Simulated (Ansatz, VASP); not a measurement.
**BaTiO3 in VASP and in Ansatz**

```
Ba Ti O
1.0
     3.99980    0.00000    0.00000
     0.00000    3.99980    0.00000
     0.00000    0.00000    3.93764
Ba Ti O
1 1 3
Cartesian
  0.0000 0.0000 0.0000
  1.9999 1.9999 1.9688
  1.9999 1.9999 0.0000
  1.9999 0.0000 1.9688
  0.0000 1.9999 1.9688
```

Change from the starting cell: zz strain of -2 %.

Alike in both runs: task single point; functional PBE; k mesh 7 × 7 × 7; occupations fermi-dirac, width 0.03 eV; no spin polarisation.

|  | VASP | Ansatz |
| --- | --- | --- |
| version | VASP 6.6.1 | Ansatz 0.2.0 |
| potentials or method | VASP PAW PBE potentials, release 64 (Ba_sv, Ti_sv, O), cutoff 520 eV | all-electron LAPW, scalar-relativistic |

|  | VASP | Ansatz | Ansatz less VASP |
| --- | --- | --- | --- |
| gap on the k mesh at the Fermi level (eV) | 1.82 | 1.88 | +0.064 |
| pressure (GPa) | 7.2 | 5.3 | -1.90 |
| traceless stress, the component that is largest in VASP (GPa) | 2.27 | 2.20 | -0.076 |

Ansatz ran all-electron here, and VASP with PAW potentials.

Spin-orbit coupling is off throughout.
